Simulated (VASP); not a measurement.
# Zn in VASP: notebook

Zn is run at these levels: PBE; tasks: single point, relaxation of cell and atoms.

Program: VASP 6.6.1. These are calculated values, not measurements. Logs are shortened: lines on timing, memory, paths and dates and some standing lists are left out, and cuts for length are marked.

**1. The cell of the first run**

It takes space group P6_222 (No. 180, hexagonal). Conventional cell: a = 2.612 Å, b = 2.612 Å, c = 8.077 Å, α = 90.00°, β = 90.00°, γ = 120.00°. Within 3.4 Å of Zn (site symmetry 222) lie 10 Zn at 2.61 to 2.99 Å.

**2. Single point, PBE**

INCAR reads:

```
ALGO = Normal
EDIFF = 1E-6
ENCUT = 520
GGA = PE
ISIF = 2
ISMEAR = 0
LASPH = True
LCHARG = False
LREAL = False
LWAVE = False
NBANDS = 25
NELM = 100
PREC = Accurate
SIGMA = 0.1
```

KPOINTS reads:

```
k-points
0
Gamma
  18 18 8
```

POSCAR reads:

```
Zn
1.0
    2.6115998299      0.0000000000      0.0000000000
   -1.3057999150      2.2617117972      0.0000000000
    0.0000000000      0.0000000000      8.0767373670
Zn
3
Direct
    0.0000000000      0.5000000000      0.1666666667
    0.5000000000      0.5000000000      0.8333333333
    0.5000000000      0.0000000000      0.5000000000
```

Potentials or basis: VASP PAW PBE potentials, release 64 (Zn).

Command:

```bash
$ cat potpaw_PBE.64/Zn/POTCAR > POTCAR
$ mpirun -np 1 vasp_std > vasp.out
```

OUTCAR:

```text
EDIFF = 1E-6
   ENCUT = 520
   GGA = PE
   ISIF = 2
   ISMEAR = 0
   LASPH = True
   LREAL = False
   NELM = 100
   PREC = Accurate

 ion  position               nearest neighbor table
   1  0.000  0.500  0.167-   3 2.99   3 2.99   2 2.99   2 2.99
   2  0.500  0.500  0.833-   3 2.99   3 2.99   1 2.99   1 2.99
   3  0.500  0.000  0.500-   1 2.99   1 2.99   2 2.99   2 2.99

  LATTYP: Found a hexagonal cell.
 ALAT       =     2.6115998299
 C/A-ratio  =     3.0926397201

  Lattice vectors:

 A1 = (   2.6115998299,   0.0000000000,   0.0000000000)
 A2 = (  -1.3057999150,   2.2617117972,   0.0000000000)
 A3 = (   0.0000000000,   0.0000000000,   8.0767373670)

Analysis of symmetry for initial positions (statically):
=====================================================================
 Subroutine PRICEL returns:
 Original cell was already a primitive cell.

 Routine SETGRP: Setting up the symmetry group for a
 hexagonal supercell.

 Subroutine GETGRP returns: Found 12 space group operations
 (whereof  4 operations were pure point group operations)
 out of a pool of 24 trial point group operations.

The static configuration has the point symmetry D_2 .
 The point group associated with its full space group is D_6 .

Analysis of symmetry for dynamics (positions and initial velocities):
=====================================================================
 Subroutine PRICEL returns:
 Original cell was already a primitive cell.

 Routine SETGRP: Setting up the symmetry group for a
 hexagonal supercell.

 Subroutine GETGRP returns: Found 12 space group operations
 (whereof  4 operations were pure point group operations)
 out of a pool of 24 trial point group operations.

The dynamic configuration has the point symmetry D_2 .
 The point group associated with its full space group is D_6 .

 Subroutine INISYM returns: Found 12 space group operations
 (whereof  4 operations are pure point group operations),
 and found     1 'primitive' translations

----------------------------------------------------------------------------------------

                                     Primitive cell

  volume of cell :      47.7068

  direct lattice vectors                    reciprocal lattice vectors
     2.611599830  0.000000000  0.000000000     0.382907055  0.221071491  0.000000000
    -1.305799915  2.261711797  0.000000000     0.000000000  0.442142983  0.000000000
     0.000000000  0.000000000  8.076737367     0.000000000  0.000000000  0.123812371

  length of vectors
     2.611599830  2.611599830  8.076737367     0.442142983  0.442142983  0.123812371

  position of ions in fractional coordinates (direct lattice)
     0.000000000  0.500000000  0.166666667
     0.500000000  0.500000000  0.833333333
     0.500000000  0.000000000  0.500000000

  ion indices of the primitive-cell ions
   primitive index   ion index
                 1           1
                 2           2
                 3           3

----------------------------------------------------------------------------------------

 KPOINTS: k-points

Automatic generation of k-mesh.
 Grid dimensions read from file:
 generate k-points for:   18   18    8

 Generating k-lattice:

  Cartesian coordinates                     Fractional coordinates (reciprocal lattice)
     0.021272614  0.012281750  0.000000000     0.055555556  0.000000000  0.000000000
     0.000000000  0.024563499  0.000000000     0.000000000  0.055555556  0.000000000
     0.000000000  0.000000000  0.015476546     0.000000000  0.000000000  0.125000000

  Length of vectors
     0.024563499  0.024563499  0.015476546

  Shift w.r.t. Gamma in fractional coordinates (k-lattice)
     0.000000000  0.000000000  0.000000000

 Subroutine IBZKPT returns following result:
 ===========================================

 Found    185 irreducible k-points:

 Following reciprocal coordinates:
            Coordinates               Weight
  0.000000  0.000000  0.000000      1.000000
  0.055556 -0.000000  0.000000      6.000000
  0.111111 -0.000000  0.000000      6.000000
  0.166667  0.000000  0.000000      6.000000
  0.222222  0.000000  0.000000      6.000000
  0.277778  0.000000  0.000000      6.000000
[... 16 lines left out ...]
  0.333333  0.111111  0.000000     12.000000
  0.388889  0.111111  0.000000     12.000000
 [... further k-points ...]
   k-points           NKPTS =    185   k-points in BZ     NKDIM =    185   number of bands    NBANDS=     25
   number of dos      NEDOS =    301   number of ions     NIONS =      3
   total plane-waves  NPLWV =  24000
   dimension x,y,z NGX =    20 NGY =   20 NGZ =   60
   dimension x,y,z NGXF=    40 NGYF=   40 NGZF=  120
   ions per type =               3
   NGX,Y,Z   is equivalent  to a cutoff of  12.73, 12.73, 12.35 a.u.
   NGXF,Y,Z  is equivalent  to a cutoff of  25.46, 25.46, 24.70 a.u.
 SYSTEM =  unknown system
   PREC   = accura    normal or accurate (medium, high low for compatibility)
   ISTART =      0    job   : 0-new  1-cont  2-samecut
   ICHARG =      2    charge: 1-file 2-atom 10-const
   ISPIN  =      1    spin polarized calculation?
   LNONCOLLINEAR =      F non collinear calculations
   LSORBIT =      F    spin-orbit coupling
   LASPH  =      T    aspherical Exc in radial PAW
   ENCUT  =  520.0 eV  38.22 Ry    6.18 a.u.   4.86  4.86 15.02*2*pi/ulx,y,z
   NELM   =    100;   NELMIN=  2; NELMDL= -5     # of ELM steps
   EDIFF  = 0.1E-05   stopping-criterion for ELM
   LREAL  =      F    real-space projection
   EDIFFG = 0.1E-04   stopping-criterion for IOM
   NSW    =      0    number of steps for IOM
   IBRION =     -1    ionic relax: 0-MD 1-quasi-New 2-CG
   NFREE  =      0    steps in history (QN), initial steepest desc. (CG)
   ISIF   =      2    stress and relaxation
   ISYM   =      2    0-nonsym 1-usesym 2-fastsym
   POTIM  = 0.5000    time-step for ionic-motion
   TEBEG  =    0.0;   TEEND  =   0.0 temperature during run
   PSTRESS=    0.0 pullay stress
   NELECT =      36.0000    total number of electrons
   NUPDOWN=      -1.0000    fix difference up-down
   EMIN   =  10.00;   EMAX   =-10.00  energy-range for DOS
   EFERMI =   0.00;   METHOD = LEGACY
   ISMEAR =     0;   SIGMA  =   0.10  broadening in eV -4-tet -1-fermi 0-gaus
   EFERMI_NEDOS =   21; number of points for ismear=-14 and -15
   IALGO  =     38    algorithm
   IMIX   =      4    mixing-type and parameters
     AMIX     =   0.40;   BMIX     =  1.00
     AMIX_MAG =   1.60;   BMIX_MAG =  1.00
  volume/ion in A,a.u.               =      15.90       107.31
  Fermi-wavevector in a.u.,A,eV,Ry     =   1.490444  2.816531 30.224306  2.221424
  Thomas-Fermi vector in A             =   2.603225
   LORBIT       =      0    0 simple, 1 ext, 2 COOP (PROOUT), +10 PAW based schemes
   GGA     = PE    functional components
   LHFCALC =     F    Hartree Fock is set to
   AEXX    =    0.0000 exact exchange contribution
   IVDW    =     0    specifies the selected vdW correction
   LEPSILON=     F    determine dielectric tensor
   LRPA    =     F    only Hartree local field effects (RPA)
 non-spin polarized calculation
 Gauss-broadening in eV      SIGMA  =   0.10
  energy-cutoff  :      520.00
  volume of cell :       47.71
 maximum number of plane-waves:      1317
 NGX is ok and might be reduce to    20
   NGX =  9   NGY =  9   NGZ = 31

 number of electron      35.9999990 magnetization

 Free energy of the ion-electron system (eV)
  ---------------------------------------------------
  ext. energy  EPLUGINS =         0.00000000
  ---------------------------------------------------
  free energy    TOTEN  =        -3.21181416 eV

  energy without entropy =       -3.20714464  energy(sigma->0) =       -3.20947940

 E-fermi :   2.6892     XC(G=0): -11.2836

 val. band max:        2.6545276625   @ k =   0.2222   0.1111   0.3750
 cond. band min:       2.6937350969   @ k =   0.3889   0.1667   0.1250
 fundamental gap:      0.0392074344
 Fermi energy:         2.6891899002

 k-point     1 :       0.0000    0.0000    0.0000
  band No.  band energies     occupation
      1      -7.3190      2.00000
      2      -6.0548      2.00000
      3      -6.0548      2.00000
      4      -5.1990      2.00000
      5      -4.8686      2.00000
      6      -4.8620      2.00000
[... 17 lines left out ...]
     24      21.8161      0.00000
     25      21.8161      0.00000

 k-point     2 :       0.0556   -0.0000    0.0000
  band No.  band energies     occupation
      1      -7.2225      2.00000
      2      -5.9907      2.00000
      3      -5.9900      2.00000
      4      -5.1855      2.00000
      5      -4.8801      2.00000
      6      -4.8618      2.00000
[... 17 lines left out ...]
     24      20.9157      0.00000
     25      21.2709      0.00000

 k-point     3 :       0.1111   -0.0000    0.0000
  band No.  band energies     occupation
      1      -6.9371      2.00000
      2      -5.8154      2.00000
      3      -5.8111      2.00000
      4      -5.1478      2.00000
      5      -4.9200      2.00000
      6      -4.8859      2.00000
[... 17 lines left out ...]
     24      19.3716      0.00000
     25      19.5683      0.00000

 k-point     4 :       0.1667    0.0000    0.0000
  band No.  band energies     occupation
      1      -6.4818      2.00000
      2      -5.5915      2.00000
      3      -5.5748      2.00000
      4      -5.0973      2.00000
      5      -4.9653      2.00000
      6      -4.9007      2.00000
[... 17 lines left out ...]
     24      16.7149      0.00000
     25      17.8117      0.00000
[... 477 lines left out ...]
 k-point    22 :       0.2778    0.1111    0.0000
  band No.  band energies     occupation
      1      -5.3862      2.00000
      2      -5.3643      2.00000
      3      -5.3358      2.00000
      4      -5.1807      2.00000
      5      -5.1029      2.00000
      6      -4.8341      2.00000
[... 17 lines left out ...]
     24      12.0833      0.00000
     25      14.2518      0.00000

 k-point    23 :       0.3333    0.1111    0.0000
  band No.  band energies     occupation
      1      -5.4476      2.00000
      2      -5.4238      2.00000
      3      -5.4089      2.00000
      4      -5.2411      2.00000
      5      -5.1455      2.00000
      6      -4.8869      2.00000
[... 17 lines left out ...]
     24      11.5800      0.00000
     25      13.7050      0.00000

 k-point    24 :       0.3889    0.1111    0.0000
  band No.  band energies     occupation
      1      -5.4926      2.00000
      2      -5.4656      2.00000
      3      -5.4574      2.00000
      4      -5.2784      2.00000
      5      -5.1684      2.00000
      6      -4.9292      2.00000
[... 17 lines left out ...]
     24      11.2527      0.00000
     25      12.8056      0.00000

 [... further k-points ...]
[... 5 lines left out ...]
  --------------------------------------------------------------------------------------
  -------------------------------------------------------------------------------------
  Total        0.1290521      0.1290521      0.0398146     -0.0000000      0.0000000      0.0000000
  in kB        4.3340686      4.3340686      1.3371295     -0.0000000      0.0000000      0.0000000
  external PRESSURE =       3.3350889 kB  Pullay stress =       0.0000000 kB

 VOLUME and BASIS-vectors are now :
 -----------------------------------------------------------------------------
  energy-cutoff  :      520.00
  volume of cell :       47.71
      direct lattice vectors                 reciprocal lattice vectors
     2.611599830  0.000000000  0.000000000     0.382907055  0.221071491  0.000000000
    -1.305799915  2.261711797  0.000000000     0.000000000  0.442142983  0.000000000
     0.000000000  0.000000000  8.076737367     0.000000000  0.000000000  0.123812371

 POSITION                                       TOTAL-FORCE (eV/Angst)
 -----------------------------------------------------------------------------------
     -0.65290      1.13086      1.34612         0.000000     -0.000000     -0.000000
      0.65290      1.13086      6.73061        -0.000000      0.000000      0.000000
      1.30580      0.00000      4.03837         0.000000      0.000000     -0.000000
 -----------------------------------------------------------------------------------
    total drift:                               -0.000000      0.000000     -0.000000

  FREE ENERGIE OF THE ION-ELECTRON SYSTEM (eV)
  ---------------------------------------------------
  free  energy   TOTEN  =        -3.2118141574 eV

  energy  without entropy=       -3.2071446371  energy(sigma->0) =       -3.20947940
```

It took 2.6 min on 1 thread of AMD EPYC 7R43 (Zen 3), shared host; peak memory 0.24 GiB.

Results:

```yaml
Free_energy: -3.2118 eV
Pressure: 0.3 GPa
Band_gap_on_the_k_mesh: zero (band 18 reaches 4.47 eV, above the bottom of band 19 at -1.00 eV)
```

Levels at points of the mesh, in eV from the Fermi level:
| k point | band 16 | band 17 | band 18 | band 19 | band 20 | band 21 |
| --- | --- | --- | --- | --- | --- | --- |
| (0.00, 0.00, 0.00) | -6.94 | -6.72 | -6.72 | 0.30 | 0.30 | 10.16 |
| (0.50, 0.00, 0.00) | -2.20 | -1.83 | -0.52 | 0.12 | 1.41 | 1.58 |
| (0.00, 0.00, 0.50) | -6.97 | -6.97 | -4.05 | -3.69 | 5.49 | 5.49 |
| (0.50, 0.00, 0.50) | -2.06 | -1.77 | -1.04 | -0.38 | 2.38 | 3.26 |

**3. Relaxation of cell and atoms, PBE**

This run uses another cell than the first one, of 15.97 Å³/atom, 1.004 times its volume.

INCAR reads:

```
ALGO = Normal
EDIFF = 1E-6
EDIFFG = -0.01
ENCUT = 600
GGA = PE
IBRION = 2
ISIF = 3
ISMEAR = 0
LASPH = True
LCHARG = False
LREAL = False
LWAVE = False
NELM = 100
NSW = 100
PREC = Accurate
SIGMA = 0.1
```

KPOINTS is that of step 2.

POSCAR reads:

```
Zn
1.0
    2.9330256536      0.0000000000      0.0000000000
   -1.4665128268      2.5400747259      0.0000000000
    0.0000000000      0.0000000000      6.4297845523
Zn
3
Direct
    0.0000000000      0.5000000000      0.1666666667
    0.5000000000      0.5000000000      0.8333333333
    0.5000000000      0.0000000000      0.5000000000
```

Potentials or basis: VASP PAW PBE potentials, release 64 (Zn).

Command:

```bash
$ cat potpaw_PBE.64/Zn/POTCAR > POTCAR
$ mpirun -np 1 vasp_std > vasp.out
```

It took 34 min on 1 thread of AMD EPYC 7R43 (Zen 3), shared host; peak memory 0.28 GiB.

Results (log left out):

* Free energy: -3.2096 eV
* Relaxed volume: 15.84 Å³/atom
* Relaxed cell: a = 2.634 Å, b = 2.634 Å, c = 7.906 Å, α = 90.00°, β = 90.00°, γ = 120.00°
* Space group after relaxing (to 0.05 Å): P6_222 (No. 180)
* Energy gained by relaxing: 35.2 meV/atom
* Ionic steps: 17
* Pressure after relaxing: 0.0 GPa
* Band gap on the k mesh: zero (band 18 reaches 4.64 eV, above the bottom of band 19 at -0.90 eV)

Stress tensor (GPa, compression positive):
```
-0.05  0.00  0.00
 0.00 -0.05  0.00
 0.00  0.00  0.07
```

The path:
```csv
step,energy change (eV),largest force (eV/Å),pressure (GPa),volume (Å³)
1,0.0000,0.0000,-0.14,47.90
2,-0.0199,0.0000,-0.49,47.80
3,-0.0491,0.0000,-0.62,47.39
4,-0.0909,0.0000,1.26,46.14
5,0.5689,0.0000,22.89,42.15
6,-0.0937,0.0000,1.30,45.98
7,-0.0938,0.0000,1.82,45.78
8,-0.0909,0.0000,-2.12,49.22
9,-0.1025,0.0000,-0.10,47.26
10,-0.1025,0.0000,-0.39,47.43
11,-0.1025,0.0000,-0.35,47.36
12,-0.1025,0.0000,-0.29,47.31
13,-0.1043,0.0000,-0.23,47.41
14,-0.1052,0.0000,-0.12,47.48
15,-0.1052,0.0000,0.06,47.60
16,-0.1055,0.0000,0.05,47.55
17,-0.1056,0.0000,-0.01,47.52
```

Final structure:
```
CELL_PARAMETERS angstrom
2.63443 0.00000 0.00000
-1.31721 2.28148 0.00000
0.00000 0.00000 7.90585
ATOMIC_POSITIONS crystal
Zn 0.00000 0.50000 0.16667
Zn 0.50000 0.50000 0.83333
Zn 0.50000 0.00000 0.50000
```

Levels at points of the mesh, in eV from the Fermi level:
| k point | band 14 | band 15 | band 16 | band 17 | band 18 | band 19 | band 20 | band 21 | band 22 |
| --- | --- | --- | --- | --- | --- | --- | --- | --- | --- |
| (0.00, 0.00, 0.00) | -6.96 | -6.96 | -6.89 | -6.65 | -6.65 | 0.70 | 0.70 | 11.08 | 14.95 |
| (0.50, 0.00, 0.00) | -6.69 | -6.69 | -2.27 | -1.92 | -0.47 | 0.02 | 1.40 | 1.53 | 6.74 |
| (0.00, 0.00, 0.50) | -7.04 | -6.93 | -6.93 | -6.93 | -3.72 | -3.59 | 6.14 | 6.14 | 18.76 |
| (0.50, 0.00, 0.50) | -6.69 | -6.69 | -2.11 | -1.84 | -1.08 | -0.54 | 2.54 | 3.41 | 4.02 |

(Part 1 of 2 ends here.)
